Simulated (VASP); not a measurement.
# AlAs (F-43m) in VASP: further runs

AlAs is run at these levels: PBE; tasks: G0W0 quasiparticle levels.

Everything below comes from runs of VASP 6.6.1. Logs are shortened: lines on timing, memory, paths and dates and some standing lists are left out, and cuts for length are marked.

### 1 The cell of the first run

Symmetry: F-43m, No. 216, cubic system. The conventional cell has a = 5.661 Å, b = 5.661 Å, c = 5.661 Å, α = 90.00°, β = 90.00°, γ = 90.00°. Al (site symmetry -43m) has 4 As at 2.45 Å within 3.2 Å. As (site symmetry -43m) has 4 Al at 2.45 Å within 3.2 Å.

### 2 G0W0 quasiparticle levels, PBE

Contents of POSCAR:

```
AlAs
1.0
    0.0000000000      2.8305000000      2.8305000000
    2.8305000000      0.0000000000      2.8305000000
    2.8305000000      2.8305000000      0.0000000000
Al As
1 1
Direct
    0.0000000000      0.0000000000      0.0000000000
    0.2500000000      0.2500000000      0.2500000000
```

Contents of INCAR.step1:

```
SYSTEM = AlAs
PREC = Accurate ; ENCUT = 500
EDIFF = 1E-8 ; ISMEAR = 0
SIGMA = 0.01 ; LREAL = .FALSE.
LASPH = .TRUE. ; NELM = 60
ALGO = Normal ; LWAVE = .TRUE.
LCHARG = .FALSE. ; GGA = PE
```

Contents of INCAR.step2:

```
SYSTEM = AlAs
PREC = Accurate ; ENCUT = 500
EDIFF = 1E-8 ; ISMEAR = 0
SIGMA = 0.01 ; LREAL = .FALSE.
LASPH = .TRUE. ; NELM = 1
ALGO = Exact ; LWAVE = .TRUE.
LCHARG = .FALSE. ; GGA = PE
NBANDS = 457 ; LOPTICS = .TRUE.
ISTART = 1
```

Contents of INCAR.step3:

```
SYSTEM = AlAs
PREC = Accurate ; ENCUT = 500
EDIFF = 1E-8 ; ISMEAR = 0
SIGMA = 0.01 ; LREAL = .FALSE.
LASPH = .TRUE. ; ALGO = EVGW0
LWAVE = .FALSE. ; LCHARG = .FALSE.
GGA = PE ; NELMGW = 1
NBANDS = 457 ; ENCUTGW = 180.0
NOMEGA = 48 ; PRECFOCK = Fast
ISTART = 1 ; NBANDSGW = 12
```

Contents of KPOINTS:

```
regular mesh
0
G
  2 2 2
  0 0 0
```

Potentials or basis: VASP PAW PBE potentials, release 64 (Al_GW, As_GW).

Run with:

```bash
cat potpaw_PBE.64/Al_GW/POTCAR potpaw_PBE.64/As_GW/POTCAR > POTCAR
cp INCAR.step1 INCAR
mpirun -np 1 vasp_std > vasp.out
cp INCAR.step2 INCAR
mpirun -np 1 vasp_std > vasp.out
cp INCAR.step3 INCAR
mpirun -np 1 vasp_std > vasp.out
```

OUTCAR:

```text
SYSTEM = AlAs
   PREC = Accurate
   ENCUT = 500
   EDIFF = 1E-8
   ISMEAR = 0
   LREAL = .FALSE.
   LASPH = .TRUE.
   GGA = PE
   NELMGW = 1
   ENCUTGW = 180.0
   PRECFOCK = Fast
   ISTART = 1

 ion  position               nearest neighbor table
   1  0.000  0.000  0.000-   2 2.45   2 2.45   2 2.45   2 2.45
   2  0.250  0.250  0.250-   1 2.45   1 2.45   1 2.45   1 2.45

  LATTYP: Found a face centered cubic cell.
 ALAT       =     5.6610000000

  Lattice vectors:

 A1 = (   0.0000000000,   2.8305000000,   2.8305000000)
 A2 = (   2.8305000000,   0.0000000000,   2.8305000000)
 A3 = (   2.8305000000,   2.8305000000,   0.0000000000)

Analysis of symmetry for initial positions (statically):
=====================================================================
 Subroutine PRICEL returns:
 Original cell was already a primitive cell.

 Routine SETGRP: Setting up the symmetry group for a
 face centered cubic supercell.

 Subroutine GETGRP returns: Found 24 space group operations
 (whereof 24 operations were pure point group operations)
 out of a pool of 48 trial point group operations.

The static configuration has the point symmetry T_d .

Analysis of symmetry for dynamics (positions and initial velocities):
=====================================================================
 Subroutine PRICEL returns:
 Original cell was already a primitive cell.

 Routine SETGRP: Setting up the symmetry group for a
 face centered cubic supercell.

 Subroutine GETGRP returns: Found 24 space group operations
 (whereof 24 operations were pure point group operations)
 out of a pool of 48 trial point group operations.

The dynamic configuration has the point symmetry T_d .

 Subroutine INISYM returns: Found 24 space group operations
 (whereof 24 operations are pure point group operations),
 and found     1 'primitive' translations

----------------------------------------------------------------------------------------

                                     Primitive cell

  volume of cell :      45.3544

  direct lattice vectors                    reciprocal lattice vectors
     0.000000000  2.830500000  2.830500000    -0.176647235  0.176647235  0.176647235
     2.830500000  0.000000000  2.830500000     0.176647235 -0.176647235  0.176647235
     2.830500000  2.830500000  0.000000000     0.176647235  0.176647235 -0.176647235

  length of vectors
     4.002931488  4.002931488  4.002931488     0.305961987  0.305961987  0.305961987

  position of ions in fractional coordinates (direct lattice)
     0.000000000  0.000000000  0.000000000
     0.250000000  0.250000000  0.250000000

  ion indices of the primitive-cell ions
   primitive index   ion index
                 1           1
                 2           2

----------------------------------------------------------------------------------------

 KPOINTS: regular mesh

Automatic generation of k-mesh.
 Grid dimensions read from file:
 generate k-points for:    2    2    2

 Generating k-lattice:

  Cartesian coordinates                     Fractional coordinates (reciprocal lattice)
    -0.088323618  0.088323618  0.088323618     0.500000000  0.000000000  0.000000000
     0.088323618 -0.088323618  0.088323618     0.000000000  0.500000000  0.000000000
     0.088323618  0.088323618 -0.088323618     0.000000000  0.000000000  0.500000000

  Length of vectors
     0.152980993  0.152980993  0.152980993

  Shift w.r.t. Gamma in fractional coordinates (k-lattice)
     0.000000000  0.000000000  0.000000000

 Subroutine IBZKPT returns following result:
 ===========================================

 Found      3 irreducible k-points:

 Following reciprocal coordinates:
            Coordinates               Weight
  0.000000  0.000000  0.000000      1.000000
  0.500000  0.000000  0.000000      4.000000
  0.500000  0.500000  0.000000      3.000000
   k-points           NKPTS =      3   k-points in BZ     NKDIM =      8   number of bands    NBANDS=    457
   number of dos      NEDOS =    301   number of ions     NIONS =      2
   total plane-waves  NPLWV =  27000
   dimension x,y,z NGX =    30 NGY =   30 NGZ =   30
   dimension x,y,z NGXF=    60 NGYF=   60 NGZF=   60
   ions per type =               1   1
   NGX,Y,Z   is equivalent  to a cutoff of  12.46, 12.46, 12.46 a.u.
   NGXF,Y,Z  is equivalent  to a cutoff of  24.92, 24.92, 24.92 a.u.
 SYSTEM =  AlAs
   PREC   = accura    normal or accurate (medium, high low for compatibility)
   ISTART =      1    job   : 0-new  1-cont  2-samecut
   ICHARG =      0    charge: 1-file 2-atom 10-const
   ISPIN  =      1    spin polarized calculation?
   LNONCOLLINEAR =      F non collinear calculations
   LSORBIT =      F    spin-orbit coupling
   LASPH  =      T    aspherical Exc in radial PAW
   ENCUT  =  500.0 eV  36.75 Ry    6.06 a.u.   7.30  7.30  7.30*2*pi/ulx,y,z
   NELM   =     60;   NELMIN=  2; NELMDL=  0     # of ELM steps
   EDIFF  = 0.1E-07   stopping-criterion for ELM
   LREAL  =      F    real-space projection
   EDIFFG = 0.1E-06   stopping-criterion for IOM
   NSW    =      0    number of steps for IOM
   IBRION =     -1    ionic relax: 0-MD 1-quasi-New 2-CG
   NFREE  =      0    steps in history (QN), initial steepest desc. (CG)
   ISIF   =      0    stress and relaxation
   ISYM   =      3    0-nonsym 1-usesym 2-fastsym
   POTIM  = 0.5000    time-step for ionic-motion
   TEBEG  =    0.0;   TEEND  =   0.0 temperature during run
   PSTRESS=    0.0 pullay stress
   NELECT =       8.0000    total number of electrons
   NUPDOWN=      -1.0000    fix difference up-down
   EMIN   =  10.00;   EMAX   =-10.00  energy-range for DOS
   EFERMI =   0.00;   METHOD = LEGACY
   ISMEAR =     0;   SIGMA  =   0.01  broadening in eV -4-tet -1-fermi 0-gaus
   EFERMI_NEDOS =   21; number of points for ismear=-14 and -15
   IALGO  =     38    algorithm
   IMIX   =      4    mixing-type and parameters
     AMIX     =   0.40;   BMIX     =  1.00
     AMIX_MAG =   1.60;   BMIX_MAG =  1.00
  volume/ion in A,a.u.               =      22.68       153.03
  Fermi-wavevector in a.u.,A,eV,Ry     =   0.918118  1.734991 11.468895  0.842940
  Thomas-Fermi vector in A             =   2.043163
   LORBIT       =      0    0 simple, 1 ext, 2 COOP (PROOUT), +10 PAW based schemes
   GGA     = PE    functional components
   LHFCALC =     T    Hartree Fock is set to
   PRECFOCK=fast      Normal, Fast or Accurate (Low or Medium for compatibility)
   ENCUT4O =  -1.0   cutoff for four orbital integrals eV
   NKREDX  =     1    reduce k-point grid by
   NKREDY  =     1    reduce k-point grid by
   NKREDZ  =     1    reduce k-point grid by
   AEXX    =    1.0000 exact exchange contribution
   HFSCREEN=    0.0000 screening length (either q_TF or 0.3 A-1)
   HFSCREENC=   0.0000 screening length for correlation (either q_TF or 0.3 A-1)
   ENCUTFOCK=  -1.0 apply spherical cutoff to Coloumb kernel
   IVDW    =     0    specifies the selected vdW correction
   LEPSILON=     F    determine dielectric tensor
   LRPA    =     F    only Hartree local field effects (RPA)
   LRPAFORCE           =     F    calculate RPA forces
   ENCUTGW             = 180.0    cutoff for response function in eV
   ENCUTGWSOFT         = 144.0    soft cutoff for Coulomb kernel in GW response function in eV
   ENCUTLF             =  -1.0    cutoff for local field effects
   NELMGW              =     1    number of iterations in solving QP/BSE equation
   NELMHF              =     1    number of iterations in the inner HF iteration
   NKREDLFX            =     1    NKREDLFY  =   1   NKREDLFZ  =   1
 non-spin polarized calculation
 Gauss-broadening in eV      SIGMA  =   0.01
  energy-cutoff  :      500.00
  volume of cell :       45.35
 maximum number of plane-waves:      1162
 NGX is ok and might be reduce to    30
  NGX = 16; NGY = 16; NGZ = 16
   NGX = 15   NGY = 15   NGZ = 15
 maximum number of plane-waves:       259

 QP shifts <psi_nk| G(iteration)W_0 |psi_nk>: iteration 1
 for sc-GW calculations column KS-energies equals QP-energies in previous step
 and V_xc(KS)=  KS-energies - (<T + V_ion + V_H > + <T+V_H+V_ion>^1  + <V_x>^1)

 k-point   1 :       0.0000    0.0000    0.0000
  band No.  KS-energies  QP-energies   sigma(KS)   V_xc(KS)     V^pw_x(r,r')   Z            occupation Imag(sigma)

      1      -8.1066      -8.7182     -11.7851     -10.8500     -17.7419       0.6541       2.0000       0.9616
      2       3.7612       2.9799     -12.3445     -11.3400     -14.3839       0.7778       2.0000       0.0989
      3       3.7612       2.9799     -12.3445     -11.3400     -14.3839       0.7778       2.0000       0.0989
      4       3.7612       2.9799     -12.3445     -11.3400     -14.3839       0.7778       2.0000       0.0989
      5       5.7755       6.0259      -9.5378      -9.8593      -4.5336       0.7788       0.0000      -0.1312
      6       7.8245       7.8404      -9.0381      -9.0588      -4.0727       0.7730       0.0000      -0.1330
      7       7.8245       7.8404      -9.0381      -9.0588      -4.0727       0.7730       0.0000      -0.1330
      8       7.8245       7.8404      -9.0381      -9.0588      -4.0727       0.7730       0.0000      -0.1330
      9      12.5284      12.1062      -7.7253      -7.1769      -1.9502       0.7697       0.0000      -0.3953
     10      12.5637      12.6164      -8.9743      -9.0414      -3.5736       0.7851       0.0000      -0.2003
     11      12.5637      12.6164      -8.9743      -9.0414      -3.5736       0.7851       0.0000      -0.2003
     12      15.0128      14.6805      -7.7967      -7.3749      -1.8236       0.7880       0.0000      -0.6369

 k-point   2 :       0.5000    0.0000    0.0000
  band No.  KS-energies  QP-energies   sigma(KS)   V_xc(KS)     V^pw_x(r,r')   Z            occupation Imag(sigma)

      1      -6.6255      -7.3810     -12.6116     -11.5294     -17.8573       0.6982       2.0000       0.8188
      2      -1.9501      -2.9039     -10.7762      -9.5348     -13.6030       0.7684       2.0000       0.2187
      3       2.8995       2.1152     -12.0397     -11.0242     -14.1749       0.7724       2.0000       0.0856
      4       2.8995       2.1152     -12.0397     -11.0242     -14.1749       0.7724       2.0000       0.0856
      5       5.7676       5.8296      -9.0643      -9.1435      -4.2751       0.7826       0.0000      -0.1288
      6       8.2289       8.1841      -8.6979      -8.6408      -3.7231       0.7842       0.0000      -0.1493
      7       8.2289       8.1841      -8.6979      -8.6408      -3.7231       0.7842       0.0000      -0.1493
      8      11.4312      10.9342      -7.8110      -7.1649      -2.1954       0.7693       0.0000      -0.3623
      9      14.9823      14.8696      -9.0436      -8.9166      -3.2690       0.8865       0.0000      -0.5831
     10      15.1271      15.0710      -8.9326      -8.8601      -2.7439       0.7725       0.0000      -0.6237
     11      15.1271      15.0710      -8.9326      -8.8601      -2.7439       0.7725       0.0000      -0.6237
     12      15.6918      15.7050      -9.4261      -9.4435      -3.5487       0.7598       0.0000      -0.3491

 k-point   3 :       0.5000    0.5000    0.0000
  band No.  KS-energies  QP-energies   sigma(KS)   V_xc(KS)     V^pw_x(r,r')   Z            occupation Imag(sigma)

      1      -6.0410      -6.7926     -12.8791     -11.8348     -17.9197       0.7197       2.0000       0.8075
      2      -1.8216      -2.7382     -11.0450      -9.8331     -13.9492       0.7563       2.0000       0.2000
      3       1.5067       0.6711     -11.5011     -10.4171     -13.7863       0.7709       2.0000       0.0950
      4       1.5067       0.6711     -11.5011     -10.4171     -13.7863       0.7709       2.0000       0.0950
      5       5.0222       4.7803      -7.9686      -7.6617      -3.3702       0.7883       0.0000      -0.1096
      6       5.8976       5.7789      -8.5549      -8.4043      -3.9357       0.7883       0.0000      -0.1067
      7      13.9606      14.0453      -9.5532      -9.6622      -3.3130       0.7767       0.0000      -0.6079
      8      13.9606      14.0453      -9.5532      -9.6622      -3.3130       0.7767       0.0000      -0.6079
      9      15.6025      15.7412      -9.8497     -10.0279      -3.9150       0.7784       0.0000      -0.5903
     10      16.1928      16.2229      -9.7587      -9.7975      -3.8571       0.7757       0.0000      -0.3497
     11      16.1928      16.2229      -9.7587      -9.7975      -3.8571       0.7757       0.0000      -0.3497
     12      16.5627      16.6381      -8.7801      -8.8756      -2.3878       0.7891       0.0000      -0.7096
```

It took 47 s on 1 thread of Intel Xeon 6975P-C, shared host; peak memory 0.3 GiB.

Results:

| Item | Value |
| --- | --- |
| Band gap on the k mesh, mean-field level | 1.26 eV, indirect (least direct gap 2.01 eV) |
| Quasiparticle gap | 1.80 eV |
| Least direct quasiparticle gap | 3.05 eV |

Levels at points of the mesh, in eV from the valence-band top:
```
           k point  band 1  band 2  band 3  band 4  band 5  band 6  band 7  band 8
(0.00, 0.00, 0.00)  -11.87    0.00    0.00    0.00    2.01    4.06    4.06    4.06
(0.50, 0.00, 0.00)  -10.39   -5.71   -0.86   -0.86    2.01    4.47    4.47    7.67
(0.50, 0.50, 0.00)   -9.80   -5.58   -2.25   -2.25    1.26    2.14   10.20   10.20
```

Caveat: the k points lie up to 0.96 Å⁻¹ apart; bands, screening cutoff and mesh are small and nothing is extrapolated, so the quasiparticle values aren't converged. A k mesh can miss the band edges.

(Continued in part 2 of 3.)
